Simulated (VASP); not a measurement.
Write the native input for VASP 6.6.1 that does the following.

| Quantity | Value |
| --- | --- |
| Task | single point |
| Functional | r2SCAN |
| Potentials or basis | VASP PAW PBE potentials, release 64 (K_sv, Cl) |
| Cutoff | 520 eV |
| k mesh | 8 × 8 × 8 |
| Occupations | gaussian, width 0.01 eV |
| Spin | no spin polarisation |
| Dipole correction | no |
| Further INCAR settings | ALGO = Normal; EDIFF = 1e-07; NBANDS = 15 |

KCl:

```
K Cl
1.0
     0.00000    3.16057    3.16057
     3.16057    0.00000    3.16057
     3.16057    3.16057    0.00000
K Cl
1 1
Direct
  0.00000 0.00000 0.00000
  0.50000 0.50000 0.50000
```

This cell differs from its parent crystal: strain +0.5%.

One way to write it, as run:

POSCAR

```
KCl
1.0
    0.0000000000      3.1605725637      3.1605725637
    3.1605725637      0.0000000000      3.1605725637
    3.1605725637      3.1605725637      0.0000000000
K Cl
1 1
Direct
    0.0000000000      0.0000000000      0.0000000000
    0.5000000000      0.5000000000      0.5000000000
```

INCAR.step1

```
PREC = Accurate ; ENCUT = 520
ISMEAR = 0 ; SIGMA = 0.01
LREAL = F ; LASPH = T
NELM = 60 ; NBANDS = 15
GGA = PE ; ALGO = Normal
EDIFF = 1E-4 ; LWAVE = T
LCHARG = F
```

INCAR.step2

```
PREC = Accurate ; ENCUT = 520
EDIFF = 1E-7 ; ISMEAR = 0
SIGMA = 0.01 ; LREAL = F
LASPH = T ; NELM = 60
ALGO = Normal ; ISIF = 2
LWAVE = F ; LCHARG = T
METAGGA = R2SCAN ; LMIXTAU = T
LELF = T ; LVHAR = T
NBANDS = 15 ; ISTART = 1
```

KPOINTS

```
regular mesh
0
Gamma
  8 8 8
```

Potentials or basis: VASP PAW PBE potentials, release 64 (K_sv, Cl).

Run with:

```bash
$ cat potpaw_PBE.64/K_sv/POTCAR potpaw_PBE.64/Cl/POTCAR > POTCAR
$ cp INCAR.step1 INCAR
$ mpirun -np 1 vasp_std > vasp.out
$ cp INCAR.step2 INCAR
$ mpirun -np 1 vasp_std > vasp.out
```

It gave:

```
Pressure               : -0.3 GPa
Band gap on the k mesh : 5.78 eV, direct
```

Caveat: the cell differs from its parent crystal (strain +0.5%); the PAW data sets were made with another functional, which shifts forces and pressure a little.

Run time: 90 s on 1 thread of Intel(R) Xeon(R) 6975P-C (Granite Rapids) (shared host), peak memory 0.22 GiB.
